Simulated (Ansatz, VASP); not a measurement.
NiO: VASP beside Ansatz

```
CELL_PARAMETERS angstrom
0.00000 2.09131 2.09131
2.09131 0.00000 2.09131
2.09131 2.09131 0.00000
ATOMIC_POSITIONS crystal
Ni 0.00000 0.00000 0.00000
O 0.50000 0.50000 0.50000
```

Alike in both runs: task single point; functional PBE; k mesh 9 × 9 × 9; occupations fermi-dirac, width 0.05 eV; collinear spin; fixed moment 0.8 μB.

|  | VASP | Ansatz |
| --- | --- | --- |
| version | VASP 6.6.1 | Ansatz 0.2.0 |
| potentials or method | VASP PAW PBE potentials, release 64 (Ni, O) | Ansatz PAW |
| plane-wave cutoff (eV) | 520 | 420 |
| valence electrons in the cell | 16 | 24 |

|  | VASP | Ansatz | Ansatz less VASP |
| --- | --- | --- | --- |
| pressure (GPa) | -1.8 | -1.8 | +0.02 |
| net moment per atom (μB) | 0.40 | 0.40 | 0.000 |
| size of the moment on the site where the two differ most (μB) | 0.70 | 0.68 | -0.016 |

Site moments also hang on the region over which each program counts them. VASP's potentials hold 16 valence electrons a cell and Ansatz's 24, so a difference there can come from the potentials and not from the codes.
